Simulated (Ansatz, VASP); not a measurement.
One calculation of O, two programs

```
CELL_PARAMETERS angstrom
4.37743 -3.11011 0.00000
4.37743 3.11011 0.00000
-1.90831 0.00000 3.95335
ATOMIC_POSITIONS crystal
O 0.85178 0.85178 0.13264
O 0.14822 0.14822 0.86736
O 0.79225 0.79225 0.82168
O 0.20775 0.20775 0.17832
O 0.78609 0.27346 0.15539
O 0.72654 0.21391 0.84461
O 0.21391 0.72654 0.84461
O 0.27346 0.78609 0.15539
```

Alike in both runs: task single point; functional PBEsol; k mesh 6 × 6 × 7; occupations fermi-dirac, width 0.05 eV; no spin polarisation.

|  | VASP | Ansatz |
| --- | --- | --- |
| version | VASP 6.6.1 | Ansatz 0.2.0 |
| potentials or method | VASP PAW PBE potentials, release 64 (O) | Ansatz PAW |
| plane-wave cutoff (eV) | 520 | 420 |
| valence electrons in the cell | 48 | 48 |

```tsv
	VASP	Ansatz	Ansatz less VASP
gap on the k mesh at the Fermi level (eV)	1.36	1.36	0.000
least direct gap on the mesh (eV)	1.42	1.42	+0.001
pressure (GPa)	-2.4	-5.0	-2.56
traceless stress, the component that is largest in VASP (GPa)	-0.64	-6.20	-5.558
rms of the force components (eV/Å)	0.278	0.928	+0.6493
```

VASP's potentials were made for PBE, not for PBEsol. Atom by atom the forces differ by 0.672 eV/Å (rms over components).

Noted on VASP's run: the standard files for N, O and F lose accuracy on very short bonds; spin is off for a triplet molecule. Noted on Ansatz's run: Pulay correction over one GPa; spin is off for a triplet molecule; odd divisions of the mesh miss points on the zone boundary, where band edges often lie, so the gap on the mesh can be too wide.
